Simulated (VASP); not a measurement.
Wanted: the native input for a VASP 6.6.1 run.

```yaml
Task: single point
Functional: PBE
Potentials_or_basis: VASP PAW PBE potentials, release 64 (Ga_d, Sb_d_GW)
Cutoff: 500 eV
k_mesh: 8 × 8 × 8
Occupations: fermi-dirac, width 0.02 eV
Spin: no spin polarisation
Dipole_correction: no
Further_INCAR_settings: ALGO = Normal; EDIFF = 1e-06; NBANDS = 21
```

The structure of GaSb lies in POSCAR:

```
GaSb
1.0
    0.0000000000      3.0965375859      3.0393928390
    3.0965375859      0.0000000000      3.0393928390
    3.0965375859      3.0965375859      0.0000000000
Ga Sb
1 1
Direct
    0.0000000000      0.0000000000      0.0000000000
    0.2500000000      0.2500000000      0.2500000000
```

This cell differs from its parent crystal: epitaxial xy strain +1.0%.

One way to write it, as run:

INCAR

```
SYSTEM = GaSb
PREC = Accurate ; ENCUT = 500
EDIFF = 1E-6 ; ISMEAR = -1
SIGMA = 0.02 ; LREAL = .FALSE.
LASPH = .TRUE. ; NELM = 120
ALGO = Normal ; ISIF = 2
LWAVE = .FALSE. ; LCHARG = .TRUE.
GGA = PE ; LELF = .TRUE.
LVHAR = .TRUE. ; NBANDS = 21
GGA_COMPAT = .FALSE.
```

KPOINTS

```
Automatic mesh
0
G
  8 8 8
  0 0 0
```

Potentials or basis: VASP PAW PBE potentials, release 64 (Ga_d, Sb_d_GW).

Command:

```bash
$ cat potpaw_PBE.64/Ga_d/POTCAR potpaw_PBE.64/Sb_d_GW/POTCAR > POTCAR
$ mpirun -np 1 vasp_std > vasp.out
```

It gave:

| Property | Result |
| --- | --- |
| Pressure | 1.4 GPa |
| Band gap on the k mesh | 0.10 eV |

Caveat: the cell differs from its parent crystal (epitaxial xy strain +1.0%); semilocal functionals underestimate gaps, and a narrow one can read as zero; spin-orbit coupling is left out, which moves the levels of the heavy elements.

Wall time 24 s on 1 thread of Intel(R) Xeon(R) 6975P-C (Granite Rapids), on a shared host, peak memory 0.23 GiB.
